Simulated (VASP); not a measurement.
Al2O3, 10 atoms in the cell. It takes space group R-3c (No. 167, trigonal). Conventional cell: a = 4.760 Å, b = 4.760 Å, c = 12.996 Å, α = 90.00°, β = 90.00°, γ = 120.00°. Al (site symmetry 3) has 6 O at 1.85 to 1.97 Å within 2.5 Å. Within 2.9 Å of O (site symmetry 2) lie 4 Al at 1.85 to 1.97 Å and 12 O at 2.53 to 2.86 Å. 

- Program: VASP 6.6.1
- Task: relaxation of cell and atoms
- Functional: r2SCAN
- Potentials or basis: VASP PAW PBE potentials, release 64 (Al, O)
- Cutoff: 600 eV
- k mesh: 7 × 7 × 7
- Occupations: fermi-dirac, width 0.05 eV
- Spin: no spin polarisation
- Dipole correction: no
- Further INCAR settings: ALGO = Normal; EDIFF = 1e-07; IBRION = 2; EDIFFG = -0.01; NSW = 60; ISIF = 3

Potentials or basis: VASP PAW PBE potentials, release 64 (Al, O).

The run is started by

```sh
$ cat potpaw_PBE.64/Al/POTCAR potpaw_PBE.64/O/POTCAR > POTCAR
$ cp INCAR.step1 INCAR
$ mpirun -np 1 vasp_std > vasp.out
$ cp INCAR.step2 INCAR
$ mpirun -np 1 vasp_std > vasp.out
```

Hardware: 1 thread of Oxide Virtual Turin-like Processor, with other jobs on the host.

Problem. How long does it take, and how much memory?

Solution. It took 49 min on 1 thread of Oxide Virtual Turin-like Processor, with other jobs on the host, peak memory 0.31 GiB. Counts: k points 44, ion steps 5.
